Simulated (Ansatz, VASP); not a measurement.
## Two plane-wave programs on SrCl2

The input INCAR:

```
ALGO = Normal
EDIFF = 1E-6
ENCUT = 500
GGA = PS
GGA_COMPAT = F
ISIF = 2
ISMEAR = 0
LASPH = T
LCHARG = F
LREAL = F
LWAVE = F
NBANDS = 19
NELM = 120
PREC = Accurate
SIGMA = 0.01
```

File KPOINTS:

```
k-points
0
Gamma
  4 4 4
```

File POSCAR:

```
SrCl2
1.0
    0.0000000000      3.4976509413      3.4976509413
    3.4976509413      0.0000000000      3.4976509413
    3.4976509413      3.4976509413      0.0000000000
Sr Cl
1 2
Direct
    0.0000000000      0.0000000000      0.0000000000
    0.2500000000      0.2500000000      0.2500000000
    0.7500000000      0.7500000000      0.7500000000
```

Input for Ansatz:

```yaml
crystal:
  lattice:
    - [0.0, 3.4976509413, 3.4976509413]
    - [3.4976509413, 0.0, 3.4976509413]
    - [3.4976509413, 3.4976509413, 0.0]
  atoms:
    - { symbol: Sr, position: [0.0, 0.0, 0.0] }
    - { symbol: Cl, position: [0.25, 0.25, 0.25] }
    - { symbol: Cl, position: [0.75, 0.75, 0.75] }
kpoints:
  mp_grid: { grid: [4, 4, 4] }
hamiltonian:
  xc: pbesol
scf:
  occupations: { method: fixed }
  n_extra_bands: 4
output:
  forces: true
  stress: true
  eigenvalues: true
basis:
  xc_grid: 1
```

Alike in both runs: task single point; functional PBEsol; k mesh 4 × 4 × 4; no spin polarisation.

|  | VASP | Ansatz |
| --- | --- | --- |
| version | VASP 6.6.1 | Ansatz 0.2.0 |
| potentials or method | VASP PAW PBE potentials, release 64 (Sr_sv, Cl) | plane waves |
| plane-wave cutoff (eV) | 500 | 420 |
| occupations | gaussian, width 0.01 eV | fixed |
| valence electrons in the cell | 24 | 24 |

```csv
,VASP,Ansatz,Ansatz less VASP
gap on the k mesh at the Fermi level (eV),5.10,5.11,+0.010
pressure (GPa),-1.2,-1.3,-0.10
```

VASP's potentials were made for PBE, not for PBEsol.
